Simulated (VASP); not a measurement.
**BN (sol2): single point with PBEsol**

The system is BN (sol2).

```
B N
1.0
     2.56597    0.00000    0.00000
    -1.28298    2.22219    0.00000
     0.00000    0.00000    4.19775
B N
2 2
Direct
  0.33333 0.66667 0.99963
  0.66667 0.33333 0.49963
  0.33333 0.66667 0.37437
  0.66667 0.33333 0.87437
```

This cell differs from its parent crystal: strained cell.

| Property | Result |
| --- | --- |
| Program | VASP 6.6.1 |
| Task | single point |
| Functional | PBEsol |
| Potentials or basis | VASP PAW PBE potentials, release 64 (B, N) |
| Cutoff | 520 eV |
| k mesh | 9 × 9 × 6 |
| Occupations | gaussian, width 0.02 eV |
| Spin | no spin polarisation |

| Quantity | Value |
| --- | --- |
| Pressure | -6.2 GPa |
| Band gap on the k mesh | 5.03 eV, indirect (least direct gap 8.07 eV) |

Stress tensor (GPa, compression positive):
```
-9.59  0.00  0.00
 0.00 -9.59  0.00
 0.00  0.00  0.73
```

Levels at points of the mesh, in eV from the valence-band top:
```csv
k point,band 5,band 6,band 7,band 8,band 9,band 10,band 11,band 12
"(0.00, 0.00, 0.00)",-2.19,-0.23,0.00,0.00,8.16,8.16,8.82,9.11
"(0.00, 0.00, 0.50)",-1.21,-1.21,-1.21,-1.21,9.16,9.16,9.73,9.73
```

It took 6.2 s on 1 thread of Intel(R) Xeon(R) 6975P-C (Granite Rapids), on a shared host, peak memory 0.13 GiB.

Caveat: the cell differs from its parent crystal (strained cell); the PAW data sets were made with another functional, which shifts forces and pressure a little. A k mesh can miss the band edges.
